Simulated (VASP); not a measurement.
# Mg (P6_3/mmc) in VASP: a series of runs

Runs on Mg. Level: PBE. Tasks: single point.

Program: VASP 6.6.1. These are calculated values, not measurements. Logs are shortened: lines on timing, memory, paths and dates and some standing lists are left out, and cuts for length are marked.

### Step 1. The cell of the first run

It takes space group P6_3/mmc (No. 194, hexagonal). The conventional cell has a = 3.252 Å, b = 3.252 Å, c = 5.279 Å, α = 90.00°, β = 90.00°, γ = 120.00°. Within 4.3 Å of Mg (site symmetry -6m2) lie 12 Mg at 3.24 to 3.25 Å.

### Step 2. Single point, PBE

Contents of INCAR:

```
  ALGO = Normal
  EDIFF = 1E-6
  ENCUT = 520
  GGA = PE
  ISIF = 2
  ISMEAR = -1
  LASPH = True
  LCHARG = False
  LREAL = False
  LWAVE = False
  NBANDS = 9
  NELM = 80
  PREC = Accurate
  SIGMA = 0.3
```

Contents of KPOINTS:

```
k-points
0
Gamma
  12 12 7
```

Contents of POSCAR:

```
Mg
1.0
    3.2515324747      0.0000000000      0.0000000000
   -1.6257662373      2.8159093916      0.0000000000
    0.0000000000      0.0000000000      5.2788644417
Mg
2
Direct
    0.3333333333      0.6666666667      0.2500000000
    0.6666666667      0.3333333333      0.7500000000
```

Potentials or basis: VASP PAW PBE potentials, release 64 (Mg).

Command:

```bash
$ cat potpaw_PBE.64/Mg/POTCAR > POTCAR
$ mpirun -np 1 vasp_std > vasp.out
```

OUTCAR:

```text
EDIFF = 1E-6
   ENCUT = 520
   GGA = PE
   ISIF = 2
   ISMEAR = -1
   LASPH = True
   LREAL = False
   NELM = 80
   PREC = Accurate

 ion  position               nearest neighbor table
   1  0.333  0.667  0.250-   2 3.24   2 3.24   2 3.24   2 3.24   2 3.24   2 3.24
   2  0.667  0.333  0.750-   1 3.24   1 3.24   1 3.24   1 3.24   1 3.24   1 3.24

  LATTYP: Found a hexagonal cell.
 ALAT       =     3.2515324747
 C/A-ratio  =     1.6235004518

  Lattice vectors:

 A1 = (   3.2515324747,   0.0000000000,   0.0000000000)
 A2 = (  -1.6257662373,   2.8159093916,   0.0000000000)
 A3 = (   0.0000000000,   0.0000000000,   5.2788644417)

Analysis of symmetry for initial positions (statically):
=====================================================================
 Subroutine PRICEL returns:
 Original cell was already a primitive cell.

 Routine SETGRP: Setting up the symmetry group for a
 hexagonal supercell.

 Subroutine GETGRP returns: Found 24 space group operations
 (whereof 12 operations were pure point group operations)
 out of a pool of 24 trial point group operations.

The static configuration has the point symmetry D_3d.
 The point group associated with its full space group is D_6h.

Analysis of symmetry for dynamics (positions and initial velocities):
=====================================================================
 Subroutine PRICEL returns:
 Original cell was already a primitive cell.

 Routine SETGRP: Setting up the symmetry group for a
 hexagonal supercell.

 Subroutine GETGRP returns: Found 24 space group operations
 (whereof 12 operations were pure point group operations)
 out of a pool of 24 trial point group operations.

The dynamic configuration has the point symmetry D_3d.
 The point group associated with its full space group is D_6h.

 Subroutine INISYM returns: Found 24 space group operations
 (whereof 12 operations are pure point group operations),
 and found     1 'primitive' translations

----------------------------------------------------------------------------------------

                                     Primitive cell

  volume of cell :      48.3334

  direct lattice vectors                    reciprocal lattice vectors
     3.251532475  0.000000000  0.000000000     0.307547290  0.177562531  0.000000000
    -1.625766237  2.815909392  0.000000000     0.000000000  0.355125063  0.000000000
     0.000000000  0.000000000  5.278864442     0.000000000  0.000000000  0.189434681

  length of vectors
     3.251532475  3.251532187  5.278864442     0.355125031  0.355125063  0.189434681

  position of ions in fractional coordinates (direct lattice)
     0.333333333  0.666666667  0.250000000
     0.666666667  0.333333333  0.750000000

  ion indices of the primitive-cell ions
   primitive index   ion index
                 1           1
                 2           2

----------------------------------------------------------------------------------------

 KPOINTS: k-points

Automatic generation of k-mesh.
 Grid dimensions read from file:
 generate k-points for:   12   12    7

 Generating k-lattice:

  Cartesian coordinates                     Fractional coordinates (reciprocal lattice)
     0.025628941  0.014796878  0.000000000     0.083333333  0.000000000  0.000000000
     0.000000000  0.029593755  0.000000000     0.000000000  0.083333333  0.000000000
     0.000000000  0.000000000  0.027062097     0.000000000  0.000000000  0.142857143

  Length of vectors
     0.029593753  0.029593755  0.027062097

  Shift w.r.t. Gamma in fractional coordinates (k-lattice)
     0.000000000  0.000000000  0.000000000

 Subroutine IBZKPT returns following result:
 ===========================================

 Found     76 irreducible k-points:

 Following reciprocal coordinates:
            Coordinates               Weight
  0.000000  0.000000  0.000000      1.000000
  0.083333  0.000000  0.000000      6.000000
  0.166667  0.000000  0.000000      6.000000
  0.250000  0.000000  0.000000      6.000000
  0.333333  0.000000  0.000000      6.000000
  0.416667  0.000000  0.000000      6.000000
[... 16 lines left out ...]
  0.250000  0.000000  0.142857     12.000000
  0.333333  0.000000  0.142857     12.000000
 [... further k-points ...]
   k-points           NKPTS =     76   k-points in BZ     NKDIM =     76   number of bands    NBANDS=      9
   number of dos      NEDOS =    301   number of ions     NIONS =      2
   total plane-waves  NPLWV =  23040
   dimension x,y,z NGX =    24 NGY =   24 NGZ =   40
   dimension x,y,z NGXF=    48 NGYF=   48 NGZF=   80
   ions per type =               2
   NGX,Y,Z   is equivalent  to a cutoff of  12.27, 12.27, 12.60 a.u.
   NGXF,Y,Z  is equivalent  to a cutoff of  24.54, 24.54, 25.19 a.u.
 SYSTEM =  unknown system
   PREC   = accura    normal or accurate (medium, high low for compatibility)
   ISTART =      0    job   : 0-new  1-cont  2-samecut
   ICHARG =      2    charge: 1-file 2-atom 10-const
   ISPIN  =      1    spin polarized calculation?
   LNONCOLLINEAR =      F non collinear calculations
   LSORBIT =      F    spin-orbit coupling
   LASPH  =      T    aspherical Exc in radial PAW
   ENCUT  =  520.0 eV  38.22 Ry    6.18 a.u.   6.05  6.05  9.82*2*pi/ulx,y,z
   NELM   =     80;   NELMIN=  2; NELMDL= -5     # of ELM steps
   EDIFF  = 0.1E-05   stopping-criterion for ELM
   LREAL  =      F    real-space projection
   EDIFFG = 0.1E-04   stopping-criterion for IOM
   NSW    =      0    number of steps for IOM
   IBRION =     -1    ionic relax: 0-MD 1-quasi-New 2-CG
   NFREE  =      0    steps in history (QN), initial steepest desc. (CG)
   ISIF   =      2    stress and relaxation
   ISYM   =      2    0-nonsym 1-usesym 2-fastsym
   POTIM  = 0.5000    time-step for ionic-motion
   TEBEG  =    0.0;   TEEND  =   0.0 temperature during run
   PSTRESS=    0.0 pullay stress
   NELECT =       4.0000    total number of electrons
   NUPDOWN=      -1.0000    fix difference up-down
   EMIN   =  10.00;   EMAX   =-10.00  energy-range for DOS
   EFERMI =   0.00;   METHOD = LEGACY
   ISMEAR =    -1;   SIGMA  =   0.30  broadening in eV -4-tet -1-fermi 0-gaus
   EFERMI_NEDOS =   21; number of points for ismear=-14 and -15
   IALGO  =     38    algorithm
   IMIX   =      4    mixing-type and parameters
     AMIX     =   0.40;   BMIX     =  1.00
     AMIX_MAG =   1.60;   BMIX_MAG =  1.00
  volume/ion in A,a.u.               =      24.17       163.08
  Fermi-wavevector in a.u.,A,eV,Ry     =   0.713421  1.348170  6.924946  0.508969
  Thomas-Fermi vector in A             =   1.801054
   LORBIT       =      0    0 simple, 1 ext, 2 COOP (PROOUT), +10 PAW based schemes
   GGA     = PE    functional components
   LHFCALC =     F    Hartree Fock is set to
   AEXX    =    0.0000 exact exchange contribution
   IVDW    =     0    specifies the selected vdW correction
   LEPSILON=     F    determine dielectric tensor
   LRPA    =     F    only Hartree local field effects (RPA)
 non-spin polarized calculation
  energy-cutoff  :      520.00
  volume of cell :       48.33
 maximum number of plane-waves:      1320
   NGX = 13   NGY = 13   NGZ = 19

 number of electron       4.0000000 magnetization

 Free energy of the ion-electron system (eV)
  ---------------------------------------------------
  ext. energy  EPLUGINS =         0.00000000
  ---------------------------------------------------
  free energy    TOTEN  =        -3.12671316 eV

  energy without entropy =       -2.86546207  energy(sigma->0) =       -2.99608762

 E-fermi :   2.3618     XC(G=0):  -8.3336

 val. band max:        2.3512813724   @ k =   0.2500   0.0833   0.0000
 cond. band min:       2.4341805127   @ k =   0.4167   0.0833   0.2857
 fundamental gap:      0.0828991404
 Fermi energy:         2.3617924555

 k-point     1 :       0.0000    0.0000    0.0000
  band No.  band energies     occupation
      1      -4.3422      2.00000
      2       0.7726      1.99004
      3       1.1259      1.96802
      4      13.0151      0.00000
      5      13.0151      0.00000
      6      13.0258      0.00000
      7      13.0258      0.00000
      8      13.9088      0.00000
      9      15.3255      0.00000

 k-point     2 :       0.0833    0.0000    0.0000
  band No.  band energies     occupation
      1      -4.2102      2.00000
      2       0.8939      1.98511
      3       1.2549      1.95125
      4      10.7638      0.00000
      5      11.7875      0.00000
      6      12.6057      0.00000
      7      14.4479      0.00000
      8      14.7399      0.00000
      9      15.3362      0.00000

 k-point     3 :       0.1667    0.0000    0.0000
  band No.  band energies     occupation
      1      -3.8150      2.00000
      2       1.2580      1.95076
      3       1.6378      1.83569
      4       8.3106      0.00000
      5      10.7776      0.00000
      6      11.4520      0.00000
      7      12.9401      0.00000
      8      13.6623      0.00000
      9      15.3147      0.00000

 k-point     4 :       0.2500    0.0000    0.0000
  band No.  band energies     occupation
      1      -3.1599      2.00000
      2       1.8653      1.67917
      3       2.2549      1.17634
      4       6.0395      0.00001
      5       9.9936      0.00000
      6      10.1987      0.00000
      7      10.6617      0.00000
      8      12.0825      0.00000
      9      14.4562      0.00000
[... 205 lines left out ...]
 k-point    22 :       0.1667    0.0000    0.1429
  band No.  band energies     occupation
      1      -3.7051      2.00000
      2       0.0647      1.99906
      3       3.0207      0.20016
      4       8.4070      0.00000
      5      10.8709      0.00000
      6      11.2940      0.00000
      7      12.2115      0.00000
      8      13.7688      0.00000
      9      14.1410      0.00000

 k-point    23 :       0.2500    0.0000    0.1429
  band No.  band energies     occupation
      1      -3.0507      2.00000
      2       0.6911      1.99240
      3       3.6048      0.03124
      4       6.1518      0.00001
      5       9.4261      0.00000
      6      10.0872      0.00000
      7      10.9685      0.00000
      8      12.7068      0.00000
      9      13.3816      0.00000

 k-point    24 :       0.3333    0.0000    0.1429
  band No.  band energies     occupation
      1      -2.1416      2.00000
      2       1.5490      1.87515
      3       3.7894      0.01701
      4       4.7481      0.00070
      5       7.4830      0.00000
      6       9.5285      0.00000
      7       9.7949      0.00000
      8      11.3219      0.00000
      9      12.8176      0.00000

 [... further k-points ...]

------------------------ aborting loop because EDIFF is reached ----------------------------------------

  FORCE on cell =-STRESS in cart. coord.  units (eV):
  Direction    XX          YY          ZZ          XY          YZ          ZX
  --------------------------------------------------------------------------------------
  -------------------------------------------------------------------------------------
  Total       -0.4354711     -0.4354710     -0.4672863     -0.0000000      0.0000000      0.0000000
  in kB      -14.4351945    -14.4351911    -15.4898205     -0.0000000      0.0000000      0.0000000
  external PRESSURE =     -14.7867354 kB  Pullay stress =       0.0000000 kB

 VOLUME and BASIS-vectors are now :
 -----------------------------------------------------------------------------
  energy-cutoff  :      520.00
  volume of cell :       48.33
      direct lattice vectors                 reciprocal lattice vectors
     3.251532475  0.000000000  0.000000000     0.307547290  0.177562531  0.000000000
    -1.625766237  2.815909392  0.000000000     0.000000000  0.355125063  0.000000000
     0.000000000  0.000000000  5.278864442     0.000000000  0.000000000  0.189434681

 POSITION                                       TOTAL-FORCE (eV/Angst)
 -----------------------------------------------------------------------------------
     -0.00000      1.87727      1.31972        -0.000000      0.000000      0.000000
      1.62577      0.93864      3.95915         0.000000     -0.000000      0.000000
 -----------------------------------------------------------------------------------
    total drift:                               -0.000000      0.000000     -0.000000

  FREE ENERGIE OF THE ION-ELECTRON SYSTEM (eV)
  ---------------------------------------------------
  free  energy   TOTEN  =        -3.1267131638 eV

  energy  without entropy=       -2.8654620681  energy(sigma->0) =       -2.99608762
```

Run time: 27 s. Hardware: 1 thread of AMD EPYC 7R43 (Zen 3), shared host; peak memory 0.13 GiB.

What came out:

* Free energy: -3.1267 eV
* Pressure: -1.5 GPa
* Band gap on the k mesh: zero (band 2 reaches 3.36 eV, above the bottom of band 3 at 1.13 eV)

Levels at points of the mesh, in eV from the Fermi level:
```csv
k point,band 1,band 2,band 3,band 4,band 5,band 6,band 7
"(0.00, 0.00, 0.00)",-6.70,-1.59,-1.24,10.65,10.65,10.66,10.66
"(0.50, 0.00, 0.00)",-2.08,-2.04,2.60,3.01,3.15,3.56,6.63
```

### Step 3. Single point, PBE

This run uses another cell than the first one, of 24.63 Å³/atom, 1.019 times its volume.

Contents of INCAR:

```
SYSTEM = Mg
  PREC = Accurate
  ENCUT = 520
  EDIFF = 1E-6
  ISMEAR = -1
  SIGMA = 0.3
  LREAL = .FALSE.
  LASPH = .TRUE.
  NELM = 60
  ALGO = Normal
  ISIF = 2
  LWAVE = .FALSE.
  LCHARG = .TRUE.
  GGA = PE
  LELF = .TRUE.
  LVHAR = .TRUE.
  NBANDS = 9
```

Contents of KPOINTS:

```
Automatic mesh
0
G
  12 12 7
  0 0 0
```

Contents of POSCAR:

```
Mg
1.0
    3.2722434310      0.0000000000      0.0000000000
   -1.6361217155      2.8338456038      0.0000000000
    0.0000000000      0.0000000000      5.3124886887
Mg
2
Direct
    0.3333333333      0.6666666667      0.2500000000
    0.6666666667      0.3333333333      0.7500000000
```

Potentials or basis: VASP PAW PBE potentials, release 64 (Mg).

Command:

```bash
$ cat potpaw_PBE.64/Mg/POTCAR > POTCAR
$ mpirun -np 1 vasp_std > vasp.out
```

OUTCAR:

```text
SYSTEM = Mg
   PREC = Accurate
   ENCUT = 520
   EDIFF = 1E-6
   ISMEAR = -1
   LREAL = .FALSE.
   LASPH = .TRUE.
   NELM = 60
   ISIF = 2
   GGA = PE

 ion  position               nearest neighbor table
   1  0.333  0.667  0.250-   2 3.26   2 3.26   2 3.26   2 3.26   2 3.26   2 3.26
   2  0.667  0.333  0.750-   1 3.26   1 3.26   1 3.26   1 3.26   1 3.26   1 3.26

  LATTYP: Found a hexagonal cell.
 ALAT       =     3.2722434310
 C/A-ratio  =     1.6235004518

  Lattice vectors:

[... 475 lines left out ...]

------------------------ aborting loop because EDIFF is reached ----------------------------------------

  FORCE on cell =-STRESS in cart. coord.  units (eV):
  Direction    XX          YY          ZZ          XY          YZ          ZX
  --------------------------------------------------------------------------------------
  -------------------------------------------------------------------------------------
  Total       -0.6089146     -0.6089144     -0.6356869      0.0000000      0.0000000      0.0000000
  in kB      -19.8037366    -19.8037320    -20.6744544      0.0000000      0.0000000      0.0000000
  external PRESSURE =     -20.0939743 kB  Pullay stress =       0.0000000 kB

 VOLUME and BASIS-vectors are now :
 -----------------------------------------------------------------------------
  energy-cutoff  :      520.00
  volume of cell :       49.26
      direct lattice vectors                 reciprocal lattice vectors
     3.272243431  0.000000000  0.000000000     0.305600736  0.176438688  0.000000000
    -1.636121716  2.833845604  0.000000000     0.000000000  0.352877376  0.000000000
     0.000000000  0.000000000  5.312488689     0.000000000  0.000000000  0.188235695

 POSITION                                       TOTAL-FORCE (eV/Angst)
 -----------------------------------------------------------------------------------
     -0.00000      1.88923      1.32812        -0.000000     -0.000000      0.000000
      1.63612      0.94462      3.98437         0.000000      0.000000      0.000000
 -----------------------------------------------------------------------------------
    total drift:                               -0.000000      0.000000     -0.000000

  FREE ENERGIE OF THE ION-ELECTRON SYSTEM (eV)
  ---------------------------------------------------
  free  energy   TOTEN  =        -3.1165738430 eV

  energy  without entropy=       -2.8516858854  energy(sigma->0) =       -2.98412986
```

OSZICAR:

```text
N       E                     dE             d eps       ncg     rms          rms(c)
DAV:   1    -0.568722046690E+00   -0.56872E+00   -0.13087E+03  1368   0.314E+02
DAV:   2    -0.309767589832E+01   -0.25290E+01   -0.24497E+01  1803   0.265E+01
DAV:   3    -0.312978664174E+01   -0.32111E-01   -0.31991E-01  1821   0.252E+00
DAV:   4    -0.312987400388E+01   -0.87362E-04   -0.87358E-04  1697   0.132E-01
DAV:   5    -0.312987453055E+01   -0.52667E-06   -0.52636E-06  1762   0.974E-03    0.961E-01
DAV:   6    -0.312411707616E+01    0.57575E-02   -0.83129E-04  1577   0.216E-01    0.617E-01
DAV:   7    -0.311656140109E+01    0.75557E-02   -0.33030E-03  1434   0.381E-01    0.355E-02
DAV:   8    -0.311657591383E+01   -0.14513E-04   -0.21635E-05  1944   0.274E-02    0.794E-03
DAV:   9    -0.311657416887E+01    0.17450E-05   -0.13922E-06  1539   0.563E-03    0.615E-04
DAV:  10    -0.311657384299E+01    0.32588E-06   -0.66144E-09   830   0.490E-04
   1 F= -.31165738E+01 E0= -.29841299E+01  d E =-.264888E+00
```

Run time: 29 s. Hardware: 1 thread of AMD EPYC 7R43 (Zen 3), shared host; peak memory 0.14 GiB.

Results:

| Quantity | Value |
| --- | --- |
| Free energy | -3.1166 eV |
| Pressure | -2.0 GPa |
| Band gap on the k mesh | zero (band 2 reaches 3.26 eV, above the bottom of band 3 at 1.03 eV) |

Levels at points of the mesh, in eV from the Fermi level:
| k point | band 1 | band 2 | band 3 | band 4 | band 5 | band 6 | band 7 |
| --- | --- | --- | --- | --- | --- | --- | --- |
| (0.00, 0.00, 0.00) | -6.63 | -1.56 | -1.24 | 10.52 | 10.52 | 10.54 | 10.54 |
| (0.50, 0.00, 0.00) | -2.06 | -2.01 | 2.57 | 3.00 | 3.09 | 3.50 | 6.53 |
